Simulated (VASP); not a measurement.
## BP4: relaxation of cell and atoms with PBE

BP4:

```xyz
5
Lattice="3.0455 0.0000 0.0000 -1.5228 2.6375 0.0000 0.0000 0.0000 9.7928" Properties=species:S:1:pos:R:3 pbc="T T T"
B     0.0000    0.0000    0.0000
P     0.0000    1.7583    8.4792
P     0.0000    1.7583    3.6899
P     1.5228    0.8792    1.3137
P     1.5228    0.8792    6.1029
```

The cell was built from a structure type or drawn by symmetry, and may not be a known phase.

```json
{"Program": "VASP 6.6.1", "Task": "relaxation of cell and atoms", "Functional": "PBE", "Potentials or basis": "VASP PAW PBE potentials, release 64 (B, P)", "Cutoff": "600 eV", "k mesh": "6 × 6 × 2", "Occupations": "gaussian, width 0.1 eV", "Spin": "no spin polarisation", "Dipole correction": "no", "Further INCAR settings": "ALGO = Normal; EDIFF = 1e-06; IBRION = 2; EDIFFG = -0.04; NSW = 90; ISIF = 3"}
```

* Relaxed volume: 12.75 Å³/atom
* Relaxed cell: a = 3.199 Å, b = 3.199 Å, c = 7.191 Å, α = 90.00°, β = 90.00°, γ = 120.00°
* Space group after relaxing (to 0.1 Å): P-3m1 (No. 164)
* Energy gained by relaxing: 382.3 meV/atom
* Ionic steps: 31
* Pressure after relaxing: 0.2 GPa
* Largest force after relaxing: 0.035 eV/Å
* Band gap on the k mesh: zero (an odd number of electrons rules out a gap without spin polarisation)

Forces on the atoms (eV/Å):
```
B    0.000  0.000  0.000
P    0.000  0.000 -0.015
P    0.000  0.000  0.035
P    0.000  0.000  0.015
P    0.000  0.000 -0.035
```

Stress tensor (GPa, compression positive):
```
 0.45  0.00  0.00
 0.00  0.45  0.00
 0.00  0.00 -0.29
```

The path:
```csv
step,energy change (eV),largest force (eV/Å),pressure (GPa),volume (Å³)
1,0.0000,1.2705,-13.75,78.66
2,-0.6851,1.6599,7.59,64.15
3,-0.7658,0.9644,0.65,67.27
4,-0.7658,0.9336,0.23,67.49
5,-0.8908,0.8316,0.27,66.69
6,-1.3426,0.4977,0.59,64.08
7,-1.4851,1.6771,14.87,57.71
8,-1.5715,0.6314,3.39,62.11
9,-1.7672,0.3810,8.16,60.00
10,-1.8472,0.4974,3.62,61.59
11,-1.8491,0.7860,1.10,62.67
12,-1.8576,0.6138,2.22,62.10
13,-1.8578,0.6432,1.99,62.21
14,-1.8799,0.4175,1.20,62.70
15,-1.8943,0.1160,-0.35,63.56
16,-1.8944,0.1110,-0.31,63.53
17,-1.8953,0.0942,-0.08,63.42
18,-1.8959,0.0668,0.32,63.24
19,-1.8968,0.0576,0.25,63.31
20,-1.8999,0.0630,0.09,63.53
21,-1.9060,0.0820,-0.23,63.97
22,-1.8768,0.6205,-0.68,64.85
23,-1.9061,0.0898,-0.26,64.03
24,-1.9064,0.0969,-0.28,64.05
25,-1.9072,0.1195,-0.32,64.10
26,-1.9074,0.1743,-0.39,64.21
27,-1.9076,0.1508,-0.36,64.16
28,-1.9081,0.1410,-0.34,64.15
29,-1.9095,0.1122,-0.26,64.09
30,-1.9114,0.0575,-0.11,63.97
31,-1.9116,0.0352,0.20,63.73
```

Final structure:
```
B P
1.0
     3.19911    0.00000    0.00000
    -1.59956    2.77051    0.00000
     0.00000    0.00000    7.19094
B P
1 4
Direct
  0.00000 0.00000 0.00000
  0.33333 0.66667 0.84112
  0.33333 0.66667 0.39417
  0.66667 0.33333 0.15888
  0.66667 0.33333 0.60583
```

Levels at points of the mesh, in eV from the Fermi level:
```csv
k point,band 9,band 10,band 11,band 12,band 13,band 14,band 15
"(0.00, 0.00, 0.00)",-0.84,1.33,1.33,1.63,1.63,1.72,3.18
"(0.50, 0.00, 0.00)",-3.20,-2.26,-2.04,-1.18,-1.05,1.10,2.02
"(0.00, 0.00, 0.50)",-0.43,-0.43,0.10,0.10,2.55,2.55,3.62
"(0.50, 0.00, 0.50)",-4.00,-3.39,-0.95,-0.57,1.24,1.50,1.65
```

Run time: 5.1 min on 1 thread of Intel(R) Xeon(R) Platinum 8488C (Sapphire Rapids), on a shared host, peak memory 0.21 GiB.

Caveat: the k points lie up to 0.44 Å⁻¹ apart in the final cell, too coarse for converged energies and pressures of a metal; the volume moved by over 15 % at a fixed basis, so the end points are rough.
